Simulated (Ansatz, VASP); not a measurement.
**One calculation of AlOs, two programs**

```
CELL_PARAMETERS angstrom
2.99278 0.00000 0.00000
0.00000 2.99278 0.00000
0.00000 0.00000 2.99278
ATOMIC_POSITIONS crystal
Al 0.00000 0.00000 0.00000
Os 0.50000 0.50000 0.50000
```

Alike in both runs: task single point; functional PBEsol; k mesh 14 × 14 × 14; occupations fermi-dirac, width 0.05 eV; no spin polarisation.

```csv
,VASP,Ansatz
version,VASP 6.6.1,Ansatz 0.2.0
potentials or method,"VASP PAW PBE potentials, release 64 (Al, Os), cutoff 520 eV","all-electron LAPW, scalar-relativistic"
```

Ansatz gave:

- pressure (GPa): -0.1

Problem. What did VASP give for the same quantities?

Solution. Pressure (GPa): 0.5.

VASP's potentials were made for PBE, not for PBEsol. Ansatz ran all-electron here, and VASP with PAW potentials.

Neither program's run includes spin-orbit coupling.
